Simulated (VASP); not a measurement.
Crystal: SbS.

```
CELL_PARAMETERS angstrom
2.06583 -6.35801 0.00000
2.06583 6.35801 0.00000
0.00000 0.00000 3.65260
ATOMIC_POSITIONS crystal
Sb 0.38372 0.61628 0.25000
Sb 0.61628 0.38372 0.75000
S 0.15145 0.84855 0.25000
S 0.84855 0.15145 0.75000
```

| Quantity | Value |
| --- | --- |
| Program | VASP 6.6.1 |
| Task | relaxation of cell and atoms |
| Functional | PBE |
| Potentials or basis | VASP PAW PBE potentials, release 64 (Sb, S) |
| Cutoff | 600 eV |
| k mesh | 4 × 4 × 6 |
| Occupations | gaussian, width 0.1 eV |
| Spin | no spin polarisation |

At the start: pressure -0.5 GPa; volume 23.99 Å³/atom.

Where does the relaxation end?

Over 7 steps the energy falls by 2.3 meV/atom and the volume is 23.86 Å³/atom (-0.5 %); space group Cmcm (No. 63, to 0.05 Å).

The path:
| step | energy change (eV) | largest force (eV/Å) | pressure (GPa) | volume (Å³) |
| --- | --- | --- | --- | --- |
| 1 | 0.0000 | 0.0976 | -0.47 | 95.95 |
| 2 | -0.0044 | 0.1186 | 0.30 | 94.98 |
| 3 | -0.0044 | 0.1191 | 0.33 | 94.94 |
| 4 | -0.0064 | 0.0820 | 0.11 | 95.27 |
| 5 | -0.0069 | 0.0540 | -0.06 | 95.53 |
| 6 | -0.0080 | 0.0425 | -0.07 | 95.51 |
| 7 | -0.0092 | 0.0288 | -0.10 | 95.46 |

Final structure:
```
CELL_PARAMETERS angstrom
2.04575 -6.42308 0.00000
2.04575 6.42308 0.00000
0.00000 0.00000 3.63235
ATOMIC_POSITIONS crystal
Sb 0.38689 0.61311 0.25000
Sb 0.61311 0.38689 0.75000
S 0.15134 0.84866 0.25000
S 0.84866 0.15134 0.75000
```

Caveat: the k points lie up to 0.40 Å⁻¹ apart in the final cell.
